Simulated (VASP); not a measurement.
The system is B.

```
CELL_PARAMETERS angstrom
2.39212 0.00000 0.00000
0.00000 2.39212 0.00000
0.00000 0.00000 1.61689
ATOMIC_POSITIONS crystal
B 0.50000 0.50000 0.50000
```

Base run:

```yaml
Program: VASP 6.6.1
Functional: PBE
Potentials_or_basis: VASP PAW PBE potentials, release 64 (B)
Cutoff: 500 eV
k_mesh: 11 × 11 × 16
Occupations: fermi-dirac, width 0.05 eV
Spin: no spin polarisation
```

Its results: pressure -9.3 GPa.

Question: The run is repeated on the same cell with these changes: functional from PBE to B3LYP; cutoff from 500 eV to 520 eV; k mesh from 11 × 11 × 16 to 6 × 6 × 8. What comes out?

Answer: Pressure -7.5 GPa.

Several settings changed at once, so the effect can't be laid on one alone.

Caveats: some runs use coarse meshes; the PAW data sets were made with another functional, which shifts forces and pressure a little (some runs).
